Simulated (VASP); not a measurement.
# TlRhSe2 (I4/mcm) in VASP: single point with PBE

Aim: the single point of TlRhSe2 with PBE.

Everything below comes from runs of VASP 6.6.1. Logs are shortened: lines on timing, memory, paths and dates and some standing lists are left out, and cuts for length are marked.

## 1. The cell of the first run

The structure is tetragonal, space group I4/mcm (No. 140). The conventional cell has a = 8.088 Å, b = 8.088 Å, c = 6.292 Å, α = 90.00°, β = 90.00°, γ = 90.00°. Tl (site symmetry 422) has 2 Tl at 3.15 Å and 8 Se at 3.40 Å and 4 Rh at 4.04 Å within 4.1 Å. Se (site symmetry m2m) has 2 Rh at 2.47 Å and 4 Tl at 3.40 Å within 3.4 Å. Within 3.3 Å of Rh (site symmetry -42m) lie 4 Se at 2.47 Å and 2 Rh at 3.15 Å.

## 2. Single point, PBE

File INCAR:

```
SYSTEM = TlRhSe2
PREC = Accurate ; ENCUT = 520
EDIFF = 1E-6 ; ISMEAR = -1
SIGMA = 0.1 ; LREAL = .False.
LASPH = .True. ; NELM = 60
ALGO = Normal ; ISIF = 2
LWAVE = .False. ; LCHARG = .False.
GGA = PE ; NBANDS = 50
```

File KPOINTS:

```
regular mesh
0
Gamma
  7 7 7
  0 0 0
```

File POSCAR:

```
TlRhSe2
1.0
    0.0000000000      0.0000000000      6.2915720000
    4.0440140000     -4.0440140000      3.1457860000
    4.0440140000      4.0440140000     -3.1457860000
Tl Se Rh
2 4 2
Direct
    0.2500000000      0.0000000000      0.0000000000
    0.7500000000      0.0000000000      0.0000000000
    0.6667000000      0.5000000000      0.8334000000
    0.1667000000      0.1666000000      0.5000000000
    0.3333000000      0.5000000000      0.1666000000
    0.8333000000      0.8334000000      0.5000000000
    0.7500000000      0.5000000000      0.5000000000
    0.2500000000      0.5000000000      0.5000000000
```

Potentials or basis: VASP PAW PBE potentials, release 64 (Tl_d, Se, Rh_pv).

Run with:

```bash
$ cat potpaw_PBE.64/Tl_d/POTCAR potpaw_PBE.64/Se/POTCAR potpaw_PBE.64/Rh_pv/POTCAR > POTCAR
$ mpirun -np 1 vasp_std > vasp.out
```

OUTCAR:

```text
SYSTEM = TlRhSe2
   PREC = Accurate
   ENCUT = 520
   EDIFF = 1E-6
   ISMEAR = -1
   LREAL = .False.
   LASPH = .True.
   NELM = 60
   ISIF = 2
   GGA = PE

 ion  position               nearest neighbor table
   1  0.250  0.000  0.000-   2 3.15   2 3.15   4 3.40   5 3.40   4 3.40   6 3.40   3 3.40   5 3.40
                             6 3.40   3 3.40
   2  0.750  0.000  0.000-   1 3.15   1 3.15   3 3.40   4 3.40   5 3.40   6 3.40   6 3.40   3 3.40
                             5 3.40   4 3.40
   3  0.667  0.500  0.833-   7 2.47   8 2.47   2 3.40   1 3.40   1 3.40   2 3.40
   4  0.167  0.167  0.500-   7 2.47   8 2.47   2 3.40   1 3.40   1 3.40   2 3.40
   5  0.333  0.500  0.167-   7 2.47   8 2.47   1 3.40   1 3.40   2 3.40   2 3.40
   6  0.833  0.833  0.500-   7 2.47   8 2.47   1 3.40   2 3.40   2 3.40   1 3.40
   7  0.750  0.500  0.500-   3 2.47   4 2.47   5 2.47   6 2.47   8 3.15   8 3.15
   8  0.250  0.500  0.500-   3 2.47   4 2.47   5 2.47   6 2.47   7 3.15   7 3.15

  LATTYP: Found a body centered tetragonal cell.
 ALAT       =     8.0880280000
 C/A-ratio  =     0.7778870202

  Lattice vectors:

 A1 = (   4.0440140000,  -4.0440140000,  -3.1457860000)
 A2 = (  -4.0440140000,   4.0440140000,  -3.1457860000)
 A3 = (   4.0440140000,   4.0440140000,   3.1457860000)

Analysis of symmetry for initial positions (statically):
=====================================================================
 Subroutine PRICEL returns:
 Original cell was already a primitive cell.

 Routine SETGRP: Setting up the symmetry group for a
 body centered tetragonal supercell.

 Subroutine GETGRP returns: Found 16 space group operations
 (whereof  8 operations were pure point group operations)
 out of a pool of 16 trial point group operations.

The static configuration has the point symmetry C_4h.
 The point group associated with its full space group is D_4h.

Analysis of symmetry for dynamics (positions and initial velocities):
=====================================================================
 Subroutine PRICEL returns:
 Original cell was already a primitive cell.

 Routine SETGRP: Setting up the symmetry group for a
 body centered tetragonal supercell.

 Subroutine GETGRP returns: Found 16 space group operations
 (whereof  8 operations were pure point group operations)
 out of a pool of 16 trial point group operations.

The dynamic configuration has the point symmetry C_4h.
 The point group associated with its full space group is D_4h.

 Subroutine INISYM returns: Found 16 space group operations
 (whereof  8 operations are pure point group operations),
 and found     1 'primitive' translations

----------------------------------------------------------------------------------------

                                     Primitive cell

  volume of cell :     205.7854

  direct lattice vectors                    reciprocal lattice vectors
     0.000000000  0.000000000  6.291572000     0.000000000  0.123639532  0.158942789
     4.044014000 -4.044014000  3.145786000     0.123639532 -0.123639532  0.000000000
     4.044014000  4.044014000 -3.145786000     0.123639532  0.123639532  0.000000000

  length of vectors
     6.291572000  6.527179178  6.527179178     0.201369174  0.174852704  0.174852704

  position of ions in fractional coordinates (direct lattice)
     0.250000000  0.000000000  0.000000000
     0.750000000  0.000000000  0.000000000
     0.666700000  0.500000000  0.833400000
     0.166700000  0.166600000  0.500000000
     0.333300000  0.500000000  0.166600000
     0.833300000  0.833400000  0.500000000
     0.750000000  0.500000000  0.500000000
     0.250000000  0.500000000  0.500000000

  ion indices of the primitive-cell ions
   primitive index   ion index
                 1           1
                 2           2
                 3           3
                 4           4
                 5           5
                 6           6
                 7           7
                 8           8

----------------------------------------------------------------------------------------

 KPOINTS: regular mesh

Automatic generation of k-mesh.
 Grid dimensions read from file:
 generate k-points for:    7    7    7

 Generating k-lattice:

  Cartesian coordinates                     Fractional coordinates (reciprocal lattice)
     0.000000000  0.017662790  0.022706113     0.142857143  0.000000000  0.000000000
     0.017662790 -0.017662790  0.000000000     0.000000000  0.142857143  0.000000000
     0.017662790  0.017662790  0.000000000     0.000000000  0.000000000  0.142857143

  Length of vectors
     0.028767025  0.024978958  0.024978958

  Shift w.r.t. Gamma in fractional coordinates (k-lattice)
     0.000000000  0.000000000  0.000000000

 Subroutine IBZKPT returns following result:
 ===========================================

 Found     40 irreducible k-points:

 Following reciprocal coordinates:
            Coordinates               Weight
  0.000000  0.000000  0.000000      1.000000
  0.142857  0.000000  0.000000      8.000000
  0.285714 -0.000000  0.000000      8.000000
  0.428571  0.000000  0.000000      8.000000
  0.000000  0.142857  0.000000      4.000000
  0.285714  0.142857 -0.000000      8.000000
[... 16 lines left out ...]
 -0.285714  0.285714  0.142857      8.000000
  0.000000  0.428571  0.142857      8.000000
 [... further k-points ...]
   k-points           NKPTS =     40   k-points in BZ     NKDIM =     40   number of bands    NBANDS=     50
   number of dos      NEDOS =    301   number of ions     NIONS =      8
   total plane-waves  NPLWV = 120000
   dimension x,y,z NGX =    48 NGY =   50 NGZ =   50
   dimension x,y,z NGXF=    96 NGYF=  100 NGZF=  100
   ions per type =               2   4   2
   NGX,Y,Z   is equivalent  to a cutoff of  12.68, 12.73, 12.73 a.u.
   NGXF,Y,Z  is equivalent  to a cutoff of  25.37, 25.47, 25.47 a.u.
 SYSTEM =  TlRhSe2
   PREC   = accura    normal or accurate (medium, high low for compatibility)
   ISTART =      0    job   : 0-new  1-cont  2-samecut
   ICHARG =      2    charge: 1-file 2-atom 10-const
   ISPIN  =      1    spin polarized calculation?
   LNONCOLLINEAR =      F non collinear calculations
   LSORBIT =      F    spin-orbit coupling
   LASPH  =      T    aspherical Exc in radial PAW
   ENCUT  =  520.0 eV  38.22 Ry    6.18 a.u.  11.70 12.14 12.14*2*pi/ulx,y,z
   NELM   =     60;   NELMIN=  2; NELMDL= -5     # of ELM steps
   EDIFF  = 0.1E-05   stopping-criterion for ELM
   LREAL  =      F    real-space projection
   EDIFFG = 0.1E-04   stopping-criterion for IOM
   NSW    =      0    number of steps for IOM
   IBRION =     -1    ionic relax: 0-MD 1-quasi-New 2-CG
   NFREE  =      0    steps in history (QN), initial steepest desc. (CG)
   ISIF   =      2    stress and relaxation
   ISYM   =      2    0-nonsym 1-usesym 2-fastsym
   POTIM  = 0.5000    time-step for ionic-motion
   TEBEG  =    0.0;   TEEND  =   0.0 temperature during run
   PSTRESS=    0.0 pullay stress
   NELECT =      80.0000    total number of electrons
   NUPDOWN=      -1.0000    fix difference up-down
   EMIN   =  10.00;   EMAX   =-10.00  energy-range for DOS
   EFERMI =   0.00;   METHOD = LEGACY
   ISMEAR =    -1;   SIGMA  =   0.10  broadening in eV -4-tet -1-fermi 0-gaus
   EFERMI_NEDOS =   21; number of points for ismear=-14 and -15
   IALGO  =     38    algorithm
   IMIX   =      4    mixing-type and parameters
     AMIX     =   0.40;   BMIX     =  1.00
     AMIX_MAG =   1.60;   BMIX_MAG =  1.00
  volume/ion in A,a.u.               =      25.72       173.59
  Fermi-wavevector in a.u.,A,eV,Ry     =   1.194813  2.257870 19.423385  1.427579
  Thomas-Fermi vector in A             =   2.330794
   LORBIT       =      0    0 simple, 1 ext, 2 COOP (PROOUT), +10 PAW based schemes
   GGA     = PE    functional components
   LHFCALC =     F    Hartree Fock is set to
   AEXX    =    0.0000 exact exchange contribution
   IVDW    =     0    specifies the selected vdW correction
   LEPSILON=     F    determine dielectric tensor
   LRPA    =     F    only Hartree local field effects (RPA)
 non-spin polarized calculation
  energy-cutoff  :      520.00
  volume of cell :      205.79
 maximum number of plane-waves:      5571
   NGX = 23   NGY = 25   NGZ = 25

 number of electron      80.0000008 magnetization

 Free energy of the ion-electron system (eV)
  ---------------------------------------------------
  ext. energy  EPLUGINS =         0.00000000
  ---------------------------------------------------
  free energy    TOTEN  =       -34.41291648 eV

  energy without entropy =      -34.20974268  energy(sigma->0) =      -34.31132958

 E-fermi :   4.4835     XC(G=0):  -9.7696

 val. band max:        4.4729890991   @ k =  -0.4286   0.2857   0.1429
 cond. band min:       4.4954161557   @ k =  -0.2857   0.2857   0.1429
 fundamental gap:      0.0224270566
 Fermi energy:         4.4834662850

 k-point     1 :       0.0000    0.0000    0.0000
  band No.  band energies     occupation
      1     -42.0622      2.00000
      2     -41.9834      2.00000
      3     -41.8422      2.00000
      4     -41.8422      2.00000
      5     -41.8337      2.00000
      6     -41.8337      2.00000
[... 42 lines left out ...]
     49      10.1578      0.00000
     50      10.1578      0.00000

 k-point     2 :       0.1429    0.0000    0.0000
  band No.  band energies     occupation
      1     -42.0583      2.00000
      2     -41.9873      2.00000
      3     -41.8418      2.00000
      4     -41.8418      2.00000
      5     -41.8341      2.00000
      6     -41.8341      2.00000
[... 42 lines left out ...]
     49       9.8175      0.00000
     50       9.8735      0.00000

 k-point     3 :       0.2857   -0.0000    0.0000
  band No.  band energies     occupation
      1     -42.0474      2.00000
      2     -41.9983      2.00000
      3     -41.8408      2.00000
      4     -41.8408      2.00000
      5     -41.8351      2.00000
      6     -41.8351      2.00000
[... 1102 lines left out ...]
     49       9.2385      0.00000
     50      10.1875      0.00000

 k-point    24 :       0.0000    0.4286    0.1429
  band No.  band energies     occupation
      1     -42.0622      2.00000
      2     -41.9834      2.00000
      3     -41.8422      2.00000
      4     -41.8422      2.00000
      5     -41.8337      2.00000
      6     -41.8337      2.00000
[... 42 lines left out ...]
     49       9.2823      0.00000
     50       9.8996      0.00000

 [... further k-points ...]
[... 5 lines left out ...]
  --------------------------------------------------------------------------------------
  -------------------------------------------------------------------------------------
  Total       -2.3275607     -2.3275607     -5.3233391      0.0000000      0.0000000      0.0000000
  in kB      -18.1216250    -18.1216250    -41.4457732      0.0000000      0.0000000      0.0000000
  external PRESSURE =     -25.8963411 kB  Pullay stress =       0.0000000 kB

 VOLUME and BASIS-vectors are now :
 -----------------------------------------------------------------------------
  energy-cutoff  :      520.00
  volume of cell :      205.79
      direct lattice vectors                 reciprocal lattice vectors
     0.000000000  0.000000000  6.291572000     0.000000000  0.123639532  0.158942789
     4.044014000 -4.044014000  3.145786000     0.123639532 -0.123639532  0.000000000
     4.044014000  4.044014000 -3.145786000     0.123639532  0.123639532  0.000000000

 POSITION                                       TOTAL-FORCE (eV/Angst)
 -----------------------------------------------------------------------------------
      0.00000      0.00000      1.57289         0.000000     -0.000000      0.000000
      0.00000      0.00000      4.71868        -0.000000      0.000000      0.000000
      5.39229      1.34827      3.14579        -0.511058     -0.511058      0.000000
      2.69574      1.34827      0.00000         0.511058     -0.511058      0.000000
      2.69574     -1.34827      3.14579         0.511058      0.511058      0.000000
      5.39229     -1.34827      6.29157        -0.511058      0.511058     -0.000000
      4.04401      0.00000      4.71868         0.000000      0.000000      0.000000
      4.04401      0.00000      1.57289        -0.000000      0.000000      0.000000
 -----------------------------------------------------------------------------------
    total drift:                                0.000000     -0.000000      0.000000

  FREE ENERGIE OF THE ION-ELECTRON SYSTEM (eV)
  ---------------------------------------------------
  free  energy   TOTEN  =       -34.4129164825 eV

  energy  without entropy=      -34.2097426808  energy(sigma->0) =      -34.31132958
```

It took 11 min on 1 thread of Intel Xeon 8259CL, shared host; peak memory 0.57 GiB.

What came out:

```yaml
Free_energy: -34.4129 eV
Pressure: -2.6 GPa
Largest_force: 0.723 eV/Å
Band_gap_on_the_k_mesh: zero (bands 40 and 41 overlap by 0.55 eV)
```

Forces in eV/Å, atoms in the order of the input:
```
Tl   0.000  0.000  0.000
Tl   0.000  0.000  0.000
Se  -0.511 -0.511  0.000
Se   0.511 -0.511  0.000
Se   0.511  0.511  0.000
Se  -0.511  0.511  0.000
Rh   0.000  0.000  0.000
Rh   0.000  0.000  0.000
```

Stress tensor (GPa, compression positive):
```
-1.81  0.00  0.00
 0.00 -1.81  0.00
 0.00  0.00 -4.14
```

Caveat: spin-orbit coupling is left out, which moves the levels of the heavy elements.
